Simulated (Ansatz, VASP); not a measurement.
TiN in VASP and in Ansatz

Contents of INCAR:

```
SYSTEM = TiN
PREC = Accurate
ENCUT = 600
EDIFF = 1E-6
ISMEAR = 0
SIGMA = 0.1
LREAL = .False.
LASPH = .True.
NELM = 80
ALGO = Normal
ISIF = 3
LWAVE = .False.
LCHARG = .False.
IBRION = 2
NSW = 100
EDIFFG = -0.002
```

KPOINTS

```
regular mesh
0
Gamma
  18 18 18
  0 0 0
```

The input POSCAR:

```
TiN
1.0
    0.0000000000      2.0862956476      2.0862956476
    2.0862956476      0.0000000000      2.0862956476
    2.0862956476      2.0862956476      0.0000000000
Ti N
1 1
Direct
    0.0000000000      0.0000000000      0.0000000000
    0.5000000000      0.5000000000      0.5000000000
```

Input for Ansatz:

```yaml
crystal:
  lattice:
    - [0.0, 2.0862956476, 2.0862956476]
    - [2.0862956476, 0.0, 2.0862956476]
    - [2.0862956476, 2.0862956476, 0.0]
  atoms:
    - { symbol: Ti, position: [0.0, 0.0, 0.0] }
    - { symbol: "N", position: [0.5, 0.5, 0.5] }
basis:
  ecutwfc: 420
kpoints:
  mp_grid: { grid: [18, 18, 18] }
hamiltonian:
  xc: lda
  pseudopotentials: { kind: paw, azcp: { folder: soft_1 } }
scf:
  occupations: { method: gaussian, width: 0.1 }
output:
  forces: true
  stress: true
  eigenvalues: true
relax:
  adjacent_minimum: "off"
  f_tol: 0.002
  max_steps: 80
  cell: { stress_tol: 0.02 }
```

Alike in both runs: task relaxation of cell and atoms; functional LDA; k mesh 18 × 18 × 18; occupations gaussian, width 0.1 eV; no spin polarisation.

|  | VASP | Ansatz |
| --- | --- | --- |
| version | VASP 6.6.1 | Ansatz 0.2.0 |
| potentials or method | VASP PAW LDA potentials, release 64 (Ti_sv, N), cutoff 600 eV | scalar-relativistic, plane waves, PAW |
| valence electrons in the cell | 17 | 17 |

|  | VASP | Ansatz | Ansatz less VASP |
| --- | --- | --- | --- |
| gap on the k mesh at the Fermi level, each at its own relaxed structure (eV) | none | none | - |
| relaxed volume (Å³/atom) | 9.10 | 9.08 | -0.027 |
| relaxed cell length with the largest relative difference (Å) | 2.953 | 2.950 | -0.0030 |

Ansatz warns that its potentials were made for another functional, while VASP's fit it. LDA's correlation is that of Perdew and Zunger in VASP and of Perdew and Wang (1992) in Ansatz. A gap of «none» marks a metal or a gap that the smearing closes.
